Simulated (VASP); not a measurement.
A run of VASP 6.6.1 is set up as follows.

The input POSCAR:

```
O
1.0
    9.0000000000      0.0000000000      0.0000000000
    0.0000000000      9.5000000000      0.0000000000
    0.0000000000      0.0000000000     10.0000000000
O
2
Direct
    0.5000000000      0.5000000000      0.4397516236
    0.5000000000      0.5000000000      0.5602483764
```

Contents of INCAR.step1:

```
PREC = Accurate
ENCUT = 520
ISMEAR = 0
SIGMA = 0.02
LREAL = F
LASPH = T
NELM = 150
ISPIN = 2
MAGMOM = 1 1
NBANDS = 17
GGA = PE
ALGO = Normal
EDIFF = 1E-4
LWAVE = T
LCHARG = F
```

File INCAR.step2:

```
PREC = Accurate
ENCUT = 520
EDIFF = 1E-7
ISMEAR = 0
SIGMA = 0.02
LREAL = F
LASPH = T
NELM = 150
ALGO = Normal
ISIF = 2
LWAVE = F
LCHARG = F
ISPIN = 2
MAGMOM = 1 1
LORBIT = 11
METAGGA = R2SCAN
LMIXTAU = T
NBANDS = 17
ISTART = 1
```

The input KPOINTS:

```
Automatic mesh
0
Gamma
  1 1 1
```

Potentials or basis: VASP PAW PBE potentials, release 64 (O).

Run with:

```bash
$ cat potpaw_PBE.64/O/POTCAR > POTCAR
$ cp INCAR.step1 INCAR
$ mpirun -np 1 vasp_gam > vasp.out
$ cp INCAR.step2 INCAR
$ mpirun -np 1 vasp_gam > vasp.out
```

(1) Estimate the net moment.

(2) What does it give for the site moments?

(3) What does it give for the largest force?

(4) Predict the gap between the frontier levels.

## Answers

(1) 2.00 μB per cell.

(2) O +0.83 μB.

(3) 1.484 eV/Å.

(4) 3.45 eV.

Caveat: the standard files for N, O and F lose accuracy on very short bonds; the PAW data sets were made with another functional, which shifts forces and pressure a little.
